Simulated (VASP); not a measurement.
Here is a VASP 6.6.1 calculation.

Contents of INCAR:

```
ALGO     = Normal         # electronic algorithm
EDIFF    = 1E-7           # SCF threshold, eV
EDIFFG   = -0.01          # ionic threshold
ENCUT    = 600            # plane-wave cutoff, eV
GGA      = PE             # functional
IBRION   = 2              # ionic algorithm
ISIF     = 3              # what is computed and relaxed
ISMEAR   = 0              # smearing method
LASPH    = T              # aspherical terms in the spheres
LCHARG   = F              # write CHGCAR
LREAL    = F              # projectors in reciprocal space
LWAVE    = F              # write WAVECAR
NELM     = 80             # most SCF steps
NSW      = 100            # ionic steps
PREC     = Accurate       # precision mode
SIGMA    = 0.1            # smearing width, eV
```

File KPOINTS:

```
k-points
0
Gamma
  12 12 12
```

File POSCAR:

```
TlAs2
1.0
    0.0000000000      3.4173945222      3.4173945222
    3.4173945222      0.0000000000      3.4173945222
    3.4173945222      3.4173945222      0.0000000000
Tl As
1 2
Direct
    0.0000000000      0.0000000000      0.0000000000
    0.2500000000      0.2500000000      0.2500000000
    0.7500000000      0.7500000000      0.7500000000
```

Potentials or basis: VASP PAW PBE potentials, release 64 (Tl_d, As).

The run is started by

```console
$ cat potpaw_PBE.64/Tl_d/POTCAR potpaw_PBE.64/As/POTCAR > POTCAR
$ mpirun -np 1 vasp_std > vasp.out
```

Problem. What does it give for the relaxed cell?

Solution. a = 4.844 Å, b = 4.844 Å, c = 4.844 Å, α = 60.00°, β = 60.00°, γ = 60.00°.

Problem. What does it give for the band gap on the k mesh?

Solution. Zero (an odd number of electrons rules out a gap without spin polarisation).

Problem. What does it give for the relaxed volume?

Solution. 26.79 Å³/atom.

Problem. What does it give for the space group after relaxing (to 0.1 Å)?

Solution. Fm-3m (No. 225).

Final structure:
```cif
data_structure
_symmetry_space_group_name_H-M 'P 1'
_symmetry_Int_Tables_number 1
_cell_length_a 4.8438
_cell_length_b 4.8438
_cell_length_c 4.8438
_cell_angle_alpha 60.000
_cell_angle_beta 60.000
_cell_angle_gamma 60.000
_cell_volume 80.36
loop_
_atom_site_label
_atom_site_type_symbol
_atom_site_fract_x
_atom_site_fract_y
_atom_site_fract_z
_atom_site_occupancy
Tl1 Tl 0.00000 0.00000 0.00000 1
As1 As 0.25000 0.25000 0.25000 1
As2 As 0.75000 0.75000 0.75000 1
```

Caveat: spin-orbit coupling is left out, which moves the levels of the heavy elements.
